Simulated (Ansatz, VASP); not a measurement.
## One calculation of BeCdO2, two programs

```
Be Cd O
1.0
     4.14033    0.00000    0.00000
     0.00000    4.14033    0.00000
     0.00000    0.00000    5.19681
Be Cd O
2 2 4
Direct
  0.00000 0.50000 0.44061
  0.50000 0.00000 0.55939
  0.00000 0.00000 0.00000
  0.50000 0.50000 0.00000
  0.50000 0.00000 0.86093
  0.00000 0.50000 0.13907
  0.00000 0.00000 0.50000
  0.50000 0.50000 0.50000
```

Alike in both runs: functional PBE; k mesh 6 × 6 × 4; occupations gaussian, width 0.1 eV; no spin polarisation.

Ansatz relaxed the structure, and its values are those at the end. VASP's run is a single point on that final structure, the one shown.

|  | VASP | Ansatz |
| --- | --- | --- |
| version | VASP 6.6.1 | Ansatz 0.2.0 |
| potentials or method | VASP PAW PBE potentials, release 64 (Be, Cd, O), cutoff 520 eV | scalar-relativistic, plane waves, PAW |
| valence electrons in the cell | 52 | 68 |

```tsv
	VASP	Ansatz	Ansatz less VASP
gap on the k mesh at the Fermi level (eV)	0.71	0.72	+0.008
least direct gap on the mesh (eV)	1.22	1.22	+0.009
pressure (GPa)	1.4	0.0	-1.36
rms of the force components (eV/Å)	0.034	0.002	-0.0320
```

VASP's potentials hold 52 valence electrons a cell and Ansatz's 68, so a difference there can come from the potentials and not from the codes.
